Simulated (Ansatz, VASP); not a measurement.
## F in VASP and in Ansatz

INCAR

```
ALGO = Normal
EDIFF = 1E-6
ENCUT = 520
GGA = PE
ISIF = 2
ISMEAR = -1
LASPH = T
LCHARG = T
LELF = T
LREAL = F
LVHAR = T
LWAVE = F
NBANDS = 10
NELM = 80
PREC = Accurate
SIGMA = 0.05
```

KPOINTS

```
k-points
0
Gamma
  16 16 16
```

Contents of POSCAR:

```
F
1.0
    0.0000000000      1.7398861719      1.7398861719
    1.7398861719      0.0000000000      1.7398861719
    1.7398861719      1.7398861719      0.0000000000
F
1
Direct
    0.0000000000      0.0000000000      0.0000000000
```

Input for Ansatz:

```yaml
crystal:
  lattice:
    - [0.0, 1.7398861719, 1.7398861719]
    - [1.7398861719, 0.0, 1.7398861719]
    - [1.7398861719, 1.7398861719, 0.0]
  atoms:
    - { symbol: F, position: [0.0, 0.0, 0.0] }
kpoints:
  mp_grid: { grid: [16, 16, 16] }
scf:
  occupations: { method: fermi_dirac, width: 0.05 }
hamiltonian:
  xc: pbe
  pseudopotentials: { kind: all_electron, lapw: { basis_error: 0.0005 } }
output:
  forces: true
  stress: true
  eigenvalues: true
```

Change from the starting cell: volume scaled by 1.04.

Alike in both runs: task single point; functional PBE; k mesh 16 × 16 × 16; occupations fermi-dirac, width 0.05 eV; no spin polarisation.

|  | VASP | Ansatz |
| --- | --- | --- |
| version | VASP 6.6.1 | Ansatz 0.2.0 |
| potentials or method | VASP PAW PBE potentials, release 64 (F), cutoff 520 eV | all-electron LAPW, scalar-relativistic |

Ansatz gave:

- pressure (GPa): -1.8

Problem. Which values does VASP return?

Solution. Pressure (GPa): -2.4.

Ansatz ran all-electron here, and VASP with PAW potentials.
